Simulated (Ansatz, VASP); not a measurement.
# One calculation of BN, two programs

Contents of INCAR:

```
PREC = Accurate ; ENCUT = 520
EDIFF = 1E-7 ; ISMEAR = 0
SIGMA = 0.05 ; LREAL = False
LASPH = True ; NELM = 100
ALGO = Normal ; ISIF = 2
LWAVE = False ; LCHARG = True
GGA = PE ; LELF = True
LVHAR = True ; NBANDS = 16
```

The input KPOINTS:

```
Automatic mesh
0
Gamma
  12 12 4
```

File POSCAR:

```
BN
1.0
    2.5039917043      0.0000000000      0.0000000000
   -1.2519958522      2.1685204268      0.0000000000
    0.0000000000      0.0000000000      6.6612000000
B N
2 2
Direct
    0.3333333333      0.6666666667      0.2500000000
    0.6666666667      0.3333333333      0.7500000000
    0.2872189418      0.6436094709      0.7500000000
    0.6666666667      0.3333333333      0.2500000000
```

Input for Ansatz:

```yaml
crystal:
  lattice:
    - [2.5039917043, 0.0, 0.0]
    - [-1.2519958522, 2.1685204268, 0.0]
    - [0.0, 0.0, 6.6612]
  atoms:
    - { symbol: B, position: [0.3333333333, 0.6666666667, 0.25] }
    - { symbol: B, position: [0.6666666667, 0.3333333333, 0.75] }
    - { symbol: "N", position: [0.2872189418, 0.6436094709, 0.75] }
    - { symbol: "N", position: [0.6666666667, 0.3333333333, 0.25] }
basis:
  ecutwfc: 420
kpoints:
  mp_grid: { grid: [12, 12, 4] }
hamiltonian:
  xc: pbe
scf:
  occupations: { method: gaussian, width: 0.05 }
output:
  forces: true
  stress: true
  eigenvalues: true
```

Alike in both runs: task single point; functional PBE; k mesh 12 × 12 × 4; occupations gaussian, width 0.05 eV; no spin polarisation.

|  | VASP | Ansatz |
| --- | --- | --- |
| version | VASP 6.6.1 | Ansatz 0.2.0 |
| potentials or method | VASP PAW PBE potentials, release 64 (B, N), cutoff 520 eV | scalar-relativistic, plane waves, PAW |
| valence electrons in the cell | 16 | 16 |

|  | VASP | Ansatz | Ansatz less VASP |
| --- | --- | --- | --- |
| gap on the k mesh at the Fermi level (eV) | 4.07 | 4.08 | +0.007 |
| least direct gap on the mesh (eV) | 4.47 | 4.48 | +0.007 |
| pressure (GPa) | 5.5 | 5.5 | -0.04 |
| traceless stress, the component that is largest in VASP (GPa) | 5.89 | 5.89 | +0.002 |
| rms of the force components (eV/Å) | 1.975 | 1.981 | +0.0055 |

Atom by atom the forces differ by 0.005 eV/Å (rms over components). The functional is the same, so the differences come from potentials, cutoffs and numerics.
